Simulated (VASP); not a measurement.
# GeB27P26 (a cell with a defect) in VASP: a series of runs, part 2 of 2

VASP 6.6.1. Earlier steps stand in the parts before.

### Step 3. Relaxation of the atoms, PBE

Contents of INCAR:

```
SYSTEM = GeB27P26
PREC     = Accurate       ! precision mode
ENCUT    = 520            ! plane-wave cutoff, eV
EDIFF    = 1E-6           ! SCF threshold, eV
ISMEAR   = -1             ! smearing method
SIGMA    = 0.01           ! smearing width, eV
LREAL    = Auto         
LASPH    = .TRUE.         ! aspherical terms in the spheres
NELM     = 80             ! most SCF steps
ALGO     = Normal         ! electronic algorithm
ISIF     = 2              ! what is computed and relaxed
LWAVE    = .FALSE.        ! write WAVECAR
LCHARG   = .FALSE.        ! write CHGCAR
GGA      = PE             ! functional
IBRION   = 2              ! ionic algorithm
NSW      = 60             ! ionic steps
EDIFFG   = -0.03          ! ionic threshold
NELECT   = 226.0        
LUSENCCL = .FALSE.
```

Contents of KPOINTS:

```
Automatic mesh
0
G
  3 3 3
  0 0 0
```

Contents of POSCAR:

```
GeB27P26
1.0
    0.0000000000      6.8070000000      6.8070000000
    6.8070000000      0.0000000000      6.8070000000
    6.8070000000      6.8070000000      0.0000000000
B Ge P
27 1 26
Direct
    0.0000000000      0.0000000000      0.0000000000
    0.0000000000      0.0000000000      0.3333333333
    0.0000000000      0.0000000000      0.6666666667
    0.0000000000      0.3333333333      0.0000000000
    0.0000000000      0.3333333333      0.3333333333
    0.0000000000      0.3333333333      0.6666666667
    0.0000000000      0.6666666667      0.0000000000
    0.0000000000      0.6666666667      0.3333333333
    0.0000000000      0.6666666667      0.6666666667
    0.3333333333      0.0000000000      0.0000000000
    0.3333333333      0.0000000000      0.3333333333
    0.3333333333      0.0000000000      0.6666666667
    0.3333333333      0.3333333333      0.0000000000
    0.3333333333      0.3333333333      0.3333333333
    0.3333333333      0.3333333333      0.6666666667
    0.3333333333      0.6666666667      0.0000000000
    0.3333333333      0.6666666667      0.3333333333
    0.3333333333      0.6666666667      0.6666666667
    0.6666666667      0.0000000000      0.0000000000
    0.6666666667      0.0000000000      0.3333333333
    0.6666666667      0.0000000000      0.6666666667
    0.6666666667      0.3333333333      0.0000000000
    0.6666666667      0.3333333333      0.3333333333
    0.6666666667      0.3333333333      0.6666666667
    0.6666666667      0.6666666667      0.0000000000
    0.6666666667      0.6666666667      0.3333333333
    0.6666666667      0.6666666667      0.6666666667
    0.0833333333      0.0833333333      0.0833333333
    0.0833333333      0.0833333333      0.4166666667
    0.0833333333      0.0833333333      0.7500000000
    0.0833333333      0.4166666667      0.0833333333
    0.0833333333      0.4166666667      0.4166666667
    0.0833333333      0.4166666667      0.7500000000
    0.0833333333      0.7500000000      0.0833333333
    0.0833333333      0.7500000000      0.4166666667
    0.0833333333      0.7500000000      0.7500000000
    0.4166666667      0.0833333333      0.0833333333
    0.4166666667      0.0833333333      0.4166666667
    0.4166666667      0.0833333333      0.7500000000
    0.4166666667      0.4166666667      0.0833333333
    0.4166666667      0.4166666667      0.4166666667
    0.4166666667      0.4166666667      0.7500000000
    0.4166666667      0.7500000000      0.0833333333
    0.4166666667      0.7500000000      0.4166666667
    0.4166666667      0.7500000000      0.7500000000
    0.7500000000      0.0833333333      0.0833333333
    0.7500000000      0.0833333333      0.4166666667
    0.7500000000      0.0833333333      0.7500000000
    0.7500000000      0.4166666667      0.0833333333
    0.7500000000      0.4166666667      0.4166666667
    0.7500000000      0.4166666667      0.7500000000
    0.7500000000      0.7500000000      0.0833333333
    0.7500000000      0.7500000000      0.4166666667
    0.7500000000      0.7500000000      0.7500000000
```

Potentials or basis: VASP PAW PBE potentials, release 64 (B, Ge_d, P).

Command:

```
$ cat potpaw_PBE.64/B/POTCAR potpaw_PBE.64/Ge_d/POTCAR potpaw_PBE.64/P/POTCAR > POTCAR
$ mpirun -np 1 vasp_std > vasp.out
```

OUTCAR:

```text
SYSTEM = GeB27P26
   PREC = Accurate
   ENCUT = 520
   EDIFF = 1E-6
   ISMEAR = -1
   LREAL = Auto
   LASPH = .TRUE.
   NELM = 80
   ISIF = 2
   GGA = PE
   IBRION = 2
   NSW = 60
   EDIFFG = -0.03
   NELECT = 226.0

 ion  position               nearest neighbor table
   1  0.000  0.000  0.000-  28 1.97  30 1.97  34 1.97  46 1.97
   2  0.000  0.000  0.333-  28 1.97  29 1.97  35 1.97  47 1.97
   3  0.000  0.000  0.667-  30 1.97  29 1.97  36 1.97  48 1.97
   4  0.000  0.333  0.000-  28 1.97  31 1.97  33 1.97  49 1.97
   5  0.000  0.333  0.333-  50 1.97  31 1.97  29 1.97  32 1.97
   6  0.000  0.333  0.667-  30 1.97  32 1.97  33 1.97  51 1.97
[... 46 lines left out ...]
  53  0.750  0.750  0.417-   8 1.97  20 1.97  26 1.97  27 1.97
  54  0.750  0.750  0.750-  27 1.97  21 1.97  25 1.97   9 1.97

  LATTYP: Found a face centered cubic cell.
 ALAT       =    13.6140000000

  Lattice vectors:

 A1 = (   0.0000000000,   6.8070000000,   6.8070000000)
 A2 = (   6.8070000000,   0.0000000000,   6.8070000000)
 A3 = (   6.8070000000,   6.8070000000,   0.0000000000)

Analysis of symmetry for initial positions (statically):
[... 262 lines left out ...]
  FORCE on cell =-STRESS in cart. coord.  units (eV):
  Direction    XX          YY          ZZ          XY          YZ          ZX
  --------------------------------------------------------------------------------------
  -------------------------------------------------------------------------------------
  Total       19.7883538     19.7883538     19.7883538     -0.0000000      0.0000000      0.0000000
  in kB       50.2600599     50.2600599     50.2600599     -0.0000000      0.0000000      0.0000000
  external PRESSURE =      50.2600599 kB  Pullay stress =       0.0000000 kB
[... 427 lines left out ...]
--------------------------------------- Ionic step        6  -------------------------------------------

 number of electron     226.0000009 magnetization

 Free energy of the ion-electron system (eV)
  ---------------------------------------------------
  ext. energy  EPLUGINS =         0.00000000
  ---------------------------------------------------
  free energy    TOTEN  =      -338.56088197 eV

  energy without entropy =     -338.56088197  energy(sigma->0) =     -338.56088197

 E-fermi :   7.8677     XC(G=0): -10.9580

 val. band max:        7.6521914869   @ k =   0.0000   0.0000   0.0000
 cond. band min:       8.6782350625   @ k =   0.3333   0.3333   0.0000
 fundamental gap:      1.0260435756
 Fermi energy:         7.8677206059

 k-point     1 :       0.0000    0.0000    0.0000
  band No.  band energies     occupation
      1     -15.5448      2.00000
      2     -15.5448      2.00000
      3     -15.5448      2.00000
      4     -15.4996      2.00000
      5     -15.4996      2.00000
      6      -8.0582      2.00000
[... 501 lines left out ...]
    124      10.6942      0.00000
    125      10.7227      0.00000
 [bands above 125 left out]

------------------------ aborting loop because EDIFF is reached ----------------------------------------

  FORCE on cell =-STRESS in cart. coord.  units (eV):
  Direction    XX          YY          ZZ          XY          YZ          ZX
  --------------------------------------------------------------------------------------
  -------------------------------------------------------------------------------------
  Total       19.0645650     19.0645650     19.0645650      0.0000000      0.0000000      0.0000000
  in kB       48.4217226     48.4217226     48.4217226      0.0000000      0.0000000      0.0000000
  external PRESSURE =      48.4217226 kB  Pullay stress =       0.0000000 kB
[... 69 lines left out ...]
  FREE ENERGIE OF THE ION-ELECTRON SYSTEM (eV)
  ---------------------------------------------------
  free  energy   TOTEN  =      -338.5608819667 eV

  energy  without entropy=     -338.5608819667  energy(sigma->0) =     -338.56088197

 reached required accuracy - stopping structural energy minimisation
```

OSZICAR:

```text
N       E                     dE             d eps       ncg     rms          rms(c)
DAV:   1     0.141786429155E+04    0.14179E+04   -0.91285E+04  1162   0.169E+03
DAV:   2    -0.124965524554E+03   -0.15428E+04   -0.14288E+04  1264   0.357E+02
DAV:   3    -0.345705290514E+03   -0.22074E+03   -0.21165E+03  1324   0.131E+02
[... 52 lines left out ...]
DAV:   1    -0.338560816820E+03   -0.26426E-03   -0.21177E-02  1178   0.361E-01    0.802E-02
DAV:   2    -0.338560892823E+03   -0.76003E-04   -0.10888E-03  1416   0.931E-02    0.265E-02
DAV:   3    -0.338560883612E+03    0.92111E-05   -0.48937E-05  1400   0.209E-02    0.179E-02
DAV:   4    -0.338560882095E+03    0.15166E-05   -0.12740E-05  1408   0.874E-03    0.709E-03
DAV:   5    -0.338560881967E+03    0.12850E-06   -0.10555E-06   840   0.276E-03
   6 F= -.33856088E+03 E0= -.33856088E+03  d E =-.329292E-03
```

It took 8.7 min on 1 × NVIDIA H100 80GB with 1 thread of AMD EPYC 7R13 (Zen 3), shared host; peak memory 1.7 GiB.

What came out:

```
Free energy                  : -338.5609 eV
Energy gained by relaxing    : 5.3 meV/atom
Ionic steps                  : 6
Largest force after relaxing : 0.007 eV/Å
```

Forces in eV/Å, atoms in the order of the input:
```
B    0.004  0.004  0.004
B   -0.004 -0.004  0.004
B    0.000  0.000 -0.001
B   -0.004  0.004 -0.004
B    0.000 -0.002 -0.002
B    0.002  0.000 -0.002
B    0.000 -0.001  0.000
B    0.002 -0.002  0.000
B    0.001  0.000  0.000
B    0.004 -0.004 -0.004
B   -0.002  0.000 -0.002
B    0.000  0.002 -0.002
B   -0.002 -0.002  0.000
B    0.000  0.000  0.000
B    0.002  0.002  0.000
B    0.000 -0.002  0.002
B    0.002  0.000  0.002
B   -0.002  0.002  0.002
B   -0.001  0.000  0.000
B   -0.002  0.002  0.000
B    0.000  0.001  0.000
B   -0.002  0.000  0.002
B    0.000  0.002  0.002
B    0.002 -0.002  0.002
B    0.000  0.000  0.001
B    0.002  0.002 -0.002
B   -0.002 -0.002 -0.002
Ge   0.000  0.000  0.000
P    0.002  0.002 -0.007
P   -0.002 -0.002 -0.007
P    0.002 -0.007  0.002
P    0.000  0.000  0.000
P    0.007 -0.002  0.002
P   -0.002 -0.007 -0.002
P    0.007  0.002 -0.002
P    0.003 -0.003 -0.003
P   -0.007  0.002  0.002
P    0.000  0.000  0.000
P   -0.002  0.007  0.002
P    0.000  0.000  0.000
P    0.000  0.000  0.000
P    0.000  0.000 -0.003
P   -0.002  0.002  0.007
P    0.000 -0.003  0.000
P    0.003  0.000  0.000
P   -0.007 -0.002 -0.002
P    0.002  0.007 -0.002
P   -0.003  0.003 -0.003
P    0.002 -0.002  0.007
P   -0.003  0.000  0.000
P    0.000  0.003  0.000
P   -0.003 -0.003  0.003
P    0.000  0.000  0.003
P    0.003  0.003  0.003
```

Step by step:
| step | energy change (eV) | largest force (eV/Å) | pressure (GPa) |
| --- | --- | --- | --- |
| 1 | 0.0000 | 1.6450 | 5.03 |
| 2 | -0.2532 | 0.3307 | 4.85 |
| 3 | -0.2659 | 0.2092 | 4.85 |
| 4 | -0.2822 | 0.0811 | 4.85 |
| 5 | -0.2837 | 0.0413 | 4.84 |
| 6 | -0.2841 | 0.0073 | 4.84 |

Final structure:
```
B Ge P
1.0
     0.00000    6.80700    6.80700
     6.80700    0.00000    6.80700
     6.80700    6.80700    0.00000
B Ge P
27 1 26
Direct
  0.99685 0.99685 0.99685
  0.99685 0.99685 0.34278
  0.00087 0.00087 0.66580
  0.99685 0.34278 0.99685
  0.00030 0.33289 0.33289
  0.00030 0.33289 0.66725
  0.00087 0.66580 0.00087
  0.00030 0.66725 0.33289
  0.00087 0.66580 0.66580
  0.34278 0.99685 0.99685
  0.33289 0.00030 0.33289
  0.33289 0.00030 0.66725
  0.33289 0.33289 0.00030
  0.33333 0.33333 0.33333
  0.33289 0.33289 0.66725
  0.33289 0.66725 0.00030
  0.33289 0.66725 0.33289
  0.33326 0.66669 0.66669
  0.66580 0.00087 0.00087
  0.66725 0.00030 0.33289
  0.66580 0.00087 0.66580
  0.66725 0.33289 0.00030
  0.66725 0.33289 0.33289
  0.66669 0.33326 0.66669
  0.66580 0.66580 0.00087
  0.66669 0.66669 0.33326
  0.66669 0.66669 0.66669
  0.08333 0.08333 0.08333
  0.08222 0.08222 0.41793
  0.08222 0.08222 0.75097
  0.08222 0.41793 0.08222
  0.08309 0.41675 0.41675
  0.08222 0.41793 0.75097
  0.08222 0.75097 0.08222
  0.08222 0.75097 0.41793
  0.08303 0.75010 0.75010
  0.41793 0.08222 0.08222
  0.41675 0.08309 0.41675
  0.41793 0.08222 0.75097
  0.41675 0.41675 0.08309
  0.41675 0.41675 0.41675
  0.41651 0.41651 0.75016
  0.41793 0.75097 0.08222
  0.41651 0.75016 0.41651
  0.41651 0.75016 0.75016
  0.75097 0.08222 0.08222
  0.75097 0.08222 0.41793
  0.75010 0.08303 0.75010
  0.75097 0.41793 0.08222
  0.75016 0.41651 0.41651
  0.75016 0.41651 0.75016
  0.75010 0.75010 0.08303
  0.75016 0.75016 0.41651
  0.75010 0.75010 0.75010
```

Levels at points of the mesh, in eV from the Fermi level:
```tsv
k point	band 111	band 112	band 113	band 114	band 115	band 116
(0.00, 0.00, 0.00)	-0.22	-0.22	-0.22	0.89	0.89	0.96
```

Caveat: the cell carries a net charge on a neutralising background, which shifts energy and pressure; the cell is charged against a uniform background, so pressure and absolute levels hang on convention.
